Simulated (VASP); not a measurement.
# P in VASP: further runs, part 2 of 2

VASP 6.6.1. The steps go on from the part before.

### 3 Single point, PBEsol (strain -0.030 along x and y, +0.030 along z)

File INCAR:

```
SYSTEM = P
PREC     = Accurate       ! precision mode
ENCUT    = 520            ! plane-wave cutoff, eV
EDIFF    = 1E-6           ! SCF threshold, eV
ISMEAR   = 0              ! smearing method
SIGMA    = 0.05           ! smearing width, eV
LREAL    = .False.        ! projectors in reciprocal space
LASPH    = .True.         ! aspherical terms in the spheres
NELM     = 60             ! most SCF steps
ALGO     = Normal         ! electronic algorithm
ISIF     = 2              ! what is computed and relaxed
LWAVE    = .False.        ! write WAVECAR
LCHARG   = .False.        ! write CHGCAR
GGA      = PS             ! functional
NBANDS   = 18             ! bands
```

File KPOINTS:

```
Automatic mesh
0
Gamma
  8 1 6
  0 0 0
```

File POSCAR:

```
P
1.0
    3.1852158884      0.0000000000      0.0000000000
    0.0000000000     33.8113200603      0.0000000000
    0.0000000000      0.0000000000      4.7710472513
P
4
Direct
    0.0000000000      0.9702614300      0.5921507200
    0.0000000000      0.0297385700      0.4078492800
    0.5000000000      0.0297385700      0.0921507200
    0.5000000000      0.9702614300      0.9078492800
```

Potentials or basis: VASP PAW PBE potentials, release 64 (P).

Started as:

```
$ cat potpaw_PBE.64/P/POTCAR > POTCAR
$ mpirun -np 1 vasp_std > vasp.out
```

OUTCAR:

```text
SYSTEM = P
   PREC = Accurate
   ENCUT = 520
   EDIFF = 1E-6
   ISMEAR = 0
   LREAL = .False.
   LASPH = .True.
   NELM = 60
   ISIF = 2
   GGA = PS

 ion  position               nearest neighbor table
   1  0.000  0.970  0.592-   4 2.19   4 2.19   2 2.19
   2  0.000  0.030  0.408-   3 2.19   3 2.19   1 2.19
   3  0.500  0.030  0.092-   2 2.19   2 2.19   4 2.19
   4  0.500  0.970  0.908-   1 2.19   1 2.19   3 2.19

  LATTYP: Found a simple orthorhombic cell.
 ALAT       =     3.1852158884
 B/A-ratio  =     1.4978724892
 C/A-ratio  =    10.6150795566

  Lattice vectors:

 A1 = (  -3.1852158884,   0.0000000000,   0.0000000000)
 A2 = (   0.0000000000,   0.0000000000,   4.7710472513)
 A3 = (   0.0000000000,  33.8113200603,   0.0000000000)

Analysis of symmetry for initial positions (statically):
=====================================================================
 Subroutine PRICEL returns:
 Original cell was already a primitive cell.

 Routine SETGRP: Setting up the symmetry group for a
 simple orthorhombic supercell.
[... 166 lines left out ...]

  energy without entropy =      -22.74241243  energy(sigma->0) =      -22.74241243

 E-fermi :  -3.3145     XC(G=0):  -1.8145

 val. band max:       -3.5639817408   @ k =   0.1250   0.0000   0.0000
 cond. band min:      -2.4542649870   @ k =   0.5000   0.0000   0.0000
 fundamental gap:      1.1097167537
 Fermi energy:        -3.3144515287

 k-point     1 :       0.0000    0.0000    0.0000
  band No.  band energies     occupation
      1     -18.7940      2.00000
      2     -16.1779      2.00000
      3     -13.2242      2.00000
      4      -9.3986      2.00000
      5      -8.3413      2.00000
      6      -8.2621      2.00000
[... 397 lines left out ...]
      5      -8.6160      2.00000
      6      -8.6160      2.00000
[... 10 lines left out ...]
     17       3.2854      0.00000
     18       3.2854      0.00000

------------------------ aborting loop because EDIFF is reached ----------------------------------------

  FORCE on cell =-STRESS in cart. coord.  units (eV):
  Direction    XX          YY          ZZ          XY          YZ          ZX
  --------------------------------------------------------------------------------------
  -------------------------------------------------------------------------------------
  Total        2.1182539      2.0667298     -0.8098379      0.0000000      0.0000000      0.0000000
  in kB        6.6050162      6.4443567     -2.5251895      0.0000000      0.0000000      0.0000000
  external PRESSURE =       3.5080611 kB  Pullay stress =       0.0000000 kB

 VOLUME and BASIS-vectors are now :
 -----------------------------------------------------------------------------
  energy-cutoff  :      520.00
  volume of cell :      513.82
      direct lattice vectors                 reciprocal lattice vectors
     3.185215888  0.000000000  0.000000000     0.313950462  0.000000000  0.000000000
     0.000000000 33.811320060  0.000000000     0.000000000  0.029575893  0.000000000
     0.000000000  0.000000000  4.771047251     0.000000000  0.000000000  0.209597589

 POSITION                                       TOTAL-FORCE (eV/Angst)
 -----------------------------------------------------------------------------------
      0.00000     32.80582      2.82518        -0.000000     -0.517863      0.171837
      0.00000      1.00550      1.94587         0.000000      0.517863     -0.171837
      1.59261      1.00550      0.43966        -0.000000      0.517863      0.171837
      1.59261     32.80582      4.33139         0.000000     -0.517863     -0.171837
 -----------------------------------------------------------------------------------
    total drift:                               -0.000000      0.000000     -0.000000

  FREE ENERGIE OF THE ION-ELECTRON SYSTEM (eV)
  ---------------------------------------------------
  free  energy   TOTEN  =       -22.7424124273 eV

  energy  without entropy=      -22.7424124273  energy(sigma->0) =      -22.74241243
```

It took 5.5 min on 1 thread of Oxide Virtual Turin-like, shared host; peak memory 0.48 GiB.

What came out:

| Quantity | Value |
| --- | --- |
| Free energy | -22.7424 eV |
| Largest force | 0.546 eV/Å |
| Band gap on the k mesh | 1.11 eV, indirect (least direct gap 1.20 eV) |

Forces in eV/Å, atoms in the order of the input:
```
P    0.000 -0.518  0.172
P    0.000  0.518 -0.172
P    0.000  0.518  0.172
P    0.000 -0.518 -0.172
```

Levels at points of the mesh, in eV from the valence-band top:
```csv
k point,band 8,band 9,band 10,band 11,band 12,band 13
"(0.00, 0.00, 0.00)",-1.59,-1.19,-0.01,1.19,2.10,3.28
"(0.50, 0.00, 0.00)",-2.74,-1.86,-1.86,1.11,1.11,2.27
"(0.00, 0.00, 0.50)",-2.09,-1.65,-1.65,2.66,2.66,3.92
"(0.50, 0.00, 0.50)",-4.46,-0.83,-0.83,2.52,2.52,3.32
```

Caveat: the cell differs from its parent crystal (strain -0.030 along x and y, +0.030 along z); the PAW data sets were made with another functional, which shifts forces and pressure a little.

### 4 Single point, PBEsol (strain +0.000 along x and y, -0.030 along z)

File INCAR:

```
SYSTEM = P
ALGO     = Normal         ! electronic algorithm
EDIFF    = 1E-6           ! SCF threshold, eV
ENCUT    = 520            ! plane-wave cutoff, eV
GGA      = PS             ! functional
ISIF     = 2              ! what is computed and relaxed
ISMEAR   = 0              ! smearing method
LASPH    = .True.         ! aspherical terms in the spheres
LCHARG   = .False.        ! write CHGCAR
LREAL    = .False.        ! projectors in reciprocal space
LWAVE    = .False.        ! write WAVECAR
NBANDS   = 18             ! bands
NELM     = 80             ! most SCF steps
PREC     = Accurate       ! precision mode
SIGMA    = 0.05           ! smearing width, eV
```

File KPOINTS:

```
k-points
0
Gamma
  8 1 6
  0 0 0
```

File POSCAR:

```
P
1.0
    3.2837277200      0.0000000000      0.0000000000
    0.0000000000     34.8570309900      0.0000000000
    0.0000000000      0.0000000000      4.4931221687
P
4
Direct
    0.0000000000      0.9702614300      0.5921507200
    0.0000000000      0.0297385700      0.4078492800
    0.5000000000      0.0297385700      0.0921507200
    0.5000000000      0.9702614300      0.9078492800
```

Started as:

```
$ cat potpaw_PBE.64/P/POTCAR > POTCAR
$ mpirun -np 1 vasp_std > vasp.out
```

Run time: 5 min. Hardware: 1 thread of Oxide Virtual Turin-like, shared host; peak memory 0.53 GiB.

Results (log left out):

- Free energy: -22.7881 eV
- Largest force: 0.731 eV/Å
- Band gap on the k mesh: 0.73 eV, direct

Forces in eV/Å, atoms in the order of the input:
```
P    0.000 -0.121 -0.721
P    0.000  0.121  0.721
P    0.000  0.121 -0.721
P    0.000 -0.121  0.721
```

Levels at points of the mesh, in eV from the valence-band top:
```csv
k point,band 7,band 8,band 9,band 10,band 11,band 12,band 13,band 14
"(0.00, 0.00, 0.00)",-3.86,-2.22,-1.80,0.00,0.73,1.19,2.39,3.39
"(0.50, 0.00, 0.00)",-2.85,-2.85,-2.15,-2.15,1.18,1.18,2.15,2.15
"(0.00, 0.00, 0.50)",-3.03,-3.03,-1.32,-1.32,1.84,1.84,3.60,3.60
"(0.50, 0.00, 0.50)",-4.81,-4.81,-1.24,-1.24,2.17,2.17,4.14,4.14
```

Caveat: the cell differs from its parent crystal (strain +0.000 along x and y, -0.030 along z); the PAW data sets were made with another functional, which shifts forces and pressure a little.

### 5 Single point, PBEsol (strain -0.015 along x and y, +0.000 along z)

File INCAR:

```
ALGO = Normal ; EDIFF = 1E-6
ENCUT = 520 ; GGA = PS
ISIF = 2 ; ISMEAR = 0
LASPH = T ; LCHARG = F
LREAL = F ; LWAVE = F
NBANDS = 18 ; NELM = 100
PREC = Accurate ; SIGMA = 0.05
```

File KPOINTS:

```
k-points
0
Gamma
  8 1 6
```

File POSCAR:

```
P
1.0
    3.2344718042      0.0000000000      0.0000000000
    0.0000000000     34.3341755251      0.0000000000
    0.0000000000      0.0000000000      4.6320847100
P
4
Direct
    0.0000000000      0.9702614300      0.5921507200
    0.0000000000      0.0297385700      0.4078492800
    0.5000000000      0.0297385700      0.0921507200
    0.5000000000      0.9702614300      0.9078492800
```

Started as:

```
$ cat potpaw_PBE.64/P/POTCAR > POTCAR
$ mpirun -np 1 vasp_std > vasp.out
```

Run time: 3.3 min. Hardware: 1 thread of Oxide Virtual Turin-like, shared host; peak memory 0.49 GiB.

The run converged. Its results:

```
Free energy            : -22.7972 eV
Largest force          : 0.426 eV/Å
Band gap on the k mesh : 0.96 eV, direct
```

Forces in eV/Å, atoms in the order of the input:
```
P    0.000 -0.321 -0.280
P    0.000  0.321  0.280
P    0.000  0.321 -0.280
P    0.000 -0.321  0.280
```

Levels at points of the mesh, in eV from the valence-band top:
```csv
k point,band 6,band 7,band 8,band 9,band 10,band 11,band 12,band 13,band 14,band 15
"(0.00, 0.00, 0.00)",-4.61,-3.38,-1.72,-1.70,0.00,0.96,1.63,2.83,3.38,4.41
"(0.50, 0.00, 0.00)",-5.27,-2.80,-2.80,-2.01,-2.01,1.14,1.14,2.20,2.20,3.94
"(0.00, 0.00, 0.50)",-2.97,-2.57,-2.57,-1.47,-1.47,2.24,2.24,3.82,3.82,3.89
"(0.50, 0.00, 0.50)",-5.17,-4.63,-4.63,-1.03,-1.03,2.39,2.39,3.66,3.66,5.09
```

Caveat: the cell differs from its parent crystal (strain -0.015 along x and y, +0.000 along z); the PAW data sets were made with another functional, which shifts forces and pressure a little.

### 6 Single point, PBEsol (strain +0.000 along x and y, -0.015 along z)

File INCAR:

```
SYSTEM = P
ALGO     = Normal         ! electronic algorithm
EDIFF    = 1E-7           ! SCF threshold, eV
ENCUT    = 520            ! plane-wave cutoff, eV
GGA      = PS             ! functional
ISIF     = 2              ! what is computed and relaxed
ISMEAR   = 0              ! smearing method
LASPH    = .TRUE.         ! aspherical terms in the spheres
LCHARG   = .FALSE.        ! write CHGCAR
LREAL    = .FALSE.        ! projectors in reciprocal space
LWAVE    = .FALSE.        ! write WAVECAR
NBANDS   = 18             ! bands
NELM     = 60             ! most SCF steps
PREC     = Accurate       ! precision mode
SIGMA    = 0.05           ! smearing width, eV
```

File KPOINTS:

```
k-points
0
G
  8 1 6
  0 0 0
```

File POSCAR:

```
P
1.0
    3.2837277200      0.0000000000      0.0000000000
    0.0000000000     34.8570309900      0.0000000000
    0.0000000000      0.0000000000      4.5626034394
P
4
Direct
    0.0000000000      0.9702614300      0.5921507200
    0.0000000000      0.0297385700      0.4078492800
    0.5000000000      0.0297385700      0.0921507200
    0.5000000000      0.9702614300      0.9078492800
```

Potentials or basis: VASP PAW PBE potentials, release 64 (P).

Started as:

```
$ cat potpaw_PBE.64/P/POTCAR > POTCAR
$ mpirun -np 1 vasp_std > vasp.out
```

Run time: 5.1 min. Hardware: 1 thread of Oxide Virtual Turin-like, shared host; peak memory 0.51 GiB.

The run converged. Its results:

```
Free energy            : -22.8091 eV
Largest force          : 0.490 eV/Å
Band gap on the k mesh : 0.81 eV, direct
```

Forces on the atoms (eV/Å):
```
P    0.000 -0.083 -0.483
P    0.000  0.083  0.483
P    0.000  0.083 -0.483
P    0.000 -0.083  0.483
```

Levels at points of the mesh, in eV from the valence-band top:
| k point | band 6 | band 7 | band 8 | band 9 | band 10 | band 11 | band 12 | band 13 | band 14 | band 15 |
| --- | --- | --- | --- | --- | --- | --- | --- | --- | --- | --- |
| (0.00, 0.00, 0.00) | -4.59 | -3.67 | -2.05 | -1.73 | 0.00 | 0.81 | 1.32 | 2.48 | 3.33 | 4.36 |
| (0.50, 0.00, 0.00) | -5.17 | -2.81 | -2.81 | -2.09 | -2.09 | 1.16 | 1.16 | 2.17 | 2.17 | 3.71 |
| (0.00, 0.00, 0.50) | -3.03 | -2.86 | -2.86 | -1.36 | -1.36 | 1.93 | 1.93 | 3.66 | 3.66 | 3.71 |
| (0.50, 0.00, 0.50) | -5.19 | -4.71 | -4.71 | -1.17 | -1.17 | 2.23 | 2.23 | 3.93 | 3.93 | 5.26 |

Caveat: the cell differs from its parent crystal (strain +0.000 along x and y, -0.015 along z); the PAW data sets were made with another functional, which shifts forces and pressure a little.

### 7 The runs side by side

| cell | gap on the mesh (eV) | largest force (eV/Å) |
| --- | --- | --- |
| a = 3.234, b = 34.334, c = 4.563 Å, 4 atoms | 0.87 | 0.64 |
| a = 3.185, b = 33.811, c = 4.771 Å, 4 atoms | 1.11 | 0.55 |
| a = 3.284, b = 34.857, c = 4.493 Å, 4 atoms | 0.73 | 0.73 |
| a = 3.234, b = 34.334, c = 4.632 Å, 4 atoms | 0.96 | 0.43 |
| a = 3.284, b = 34.857, c = 4.563 Å, 4 atoms | 0.81 | 0.49 |

Alike in all rows: task single point; level PBEsol; potentials or basis VASP PAW PBE potentials, release 64 (P); no spin polarisation; k mesh 8 × 1 × 6; cutoff (eV) 520; smearing gaussian 0.05 eV.

Caveats: the PAW data sets were made with another functional, which shifts forces and pressure a little.

Total energies depend on the potentials used, so only differences within one code and one set of settings carry meaning.
